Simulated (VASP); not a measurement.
Wanted: the native input for a VASP 6.6.1 run.

```
Task                   : relaxation of cell and atoms
Functional             : PBEsol
Potentials or basis    : VASP PAW PBE potentials, release 64 (Sb)
Cutoff                 : 600 eV
k mesh                 : 14 × 14 × 6
Occupations            : gaussian, width 0.1 eV
Spin                   : no spin polarisation
Dipole correction      : no
Further INCAR settings : ALGO = Normal; EDIFF = 1e-06; IBRION = 2; EDIFFG = -0.01; NSW = 100; ISIF = 3
```

The structure of Sb lies in POSCAR:

```
Sb
1.0
    2.7025062054     -1.9069726425      0.0000000000
    2.7025062054      1.9069726425      0.0000000000
    0.0000000000      0.0000000000     10.1018411890
Sb
4
Direct
    0.7582959670      0.2417040330      0.1301922818
    0.7417040330      0.2582959670      0.6301922818
    0.2417040330      0.7582959670      0.8698077182
    0.2582959670      0.7417040330      0.3698077182
```

These files were run (other wordings do the same):

INCAR

```
SYSTEM = Sb
PREC = Accurate
ENCUT = 600
EDIFF = 1E-6
ISMEAR = 0
SIGMA = 0.1
LREAL = .False.
LASPH = .True.
NELM = 100
ALGO = Normal
ISIF = 3
LWAVE = .False.
LCHARG = .False.
GGA = PS
IBRION = 2
NSW = 100
EDIFFG = -0.01
```

KPOINTS

```
Automatic mesh
0
Gamma
  14 14 6
  0 0 0
```

Potentials or basis: VASP PAW PBE potentials, release 64 (Sb).

The run is started by

```console
$ cat potpaw_PBE.64/Sb/POTCAR > POTCAR
$ mpirun -np 1 vasp_std > vasp.out
```

It gave:

```
Relaxed volume                         : 25.92 Å³/atom
Relaxed cell                           : a = 3.240 Å, b = 3.240 Å, c = 10.476 Å, α = 90.00°, β = 90.00°, γ = 70.54°
Space group after relaxing (to 0.05 Å) : Im-3m (No. 229)
Energy gained by relaxing              : 17.2 meV/atom
Ionic steps                            : 24
Pressure after relaxing                : 0.0 GPa
Largest force after relaxing           : 0.004 eV/Å
```

Caveat: the PAW data sets were made with another functional, which shifts forces and pressure a little.

Wall time 21 min on 1 thread of Intel(R) Xeon(R) 6975P-C (Granite Rapids), on a shared host, peak memory 0.5 GiB.
